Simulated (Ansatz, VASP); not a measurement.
# Two plane-wave programs on MgSe

```
Mg Se
1.0
     0.00000    2.72550    2.72550
     2.72550    0.00000    2.72550
     2.72550    2.72550    0.00000
Mg Se
1 1
Direct
  0.00000 0.00000 0.00000
  0.50000 0.50000 0.50000
```

Alike in both runs: task single point; functional LDA; k mesh 8 × 8 × 8; no spin polarisation.

|  | VASP | Ansatz |
| --- | --- | --- |
| version | VASP 6.6.1 | Ansatz 0.2.0 |
| potentials or method | VASP PAW LDA potentials, release 64 (Mg, Se), cutoff 600 eV | plane waves, PAW |
| occupations | gaussian, width 0.01 eV | fixed |
| valence electrons in the cell | 8 | 26 |

```csv
,VASP,Ansatz,Ansatz less VASP
gap on the k mesh at the Fermi level (eV),1.65,1.66,+0.014
```

LDA's correlation is that of Perdew and Zunger in VASP and of Perdew and Wang (1992) in Ansatz. VASP's potentials hold 8 valence electrons a cell and Ansatz's 26, so a difference there can come from the potentials and not from the codes.
